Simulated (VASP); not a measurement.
Runs of VASP 6.6.1 on F. The structure is that of space group Fd-3m (No. 227), or close to it. The cells are those of the table. 

```csv
cell,smearing,gap on the mesh (eV),pressure (GPa)
"a = 3.061 Å, angles 60.0°, 2 atoms",fermi-dirac 0.1 eV,none,23.1
"a = 2.928 Å, angles 60.0°, 2 atoms",fermi-dirac 0.1 eV,none,51.5
"a = 2.928 Å, angles 60.0°, 2 atoms",tetrahedron,none,51.0
"a = 2.618 Å, angles 60.0°, 2 atoms",fermi-dirac 0.1 eV,none,(a)
"a = 2.782 Å, angles 60.0°, 2 atoms",fermi-dirac 0.1 eV,none,106.1
"a = 2.430 Å, angles 60.0°, 2 atoms",fermi-dirac 0.1 eV,none,(b)
```

Alike in all rows: task single point; level LDA; potentials or basis VASP PAW LDA potentials, release 64 (F); no spin polarisation; k mesh 14 × 14 × 14; cutoff (eV) 520.

Problem. Fill in the values left out.

Solution. (a) 218.0; (b) 467.3.

Caveats: the cell stands under pressure.

A gap of «none» marks levels without a gap at the run's occupations.
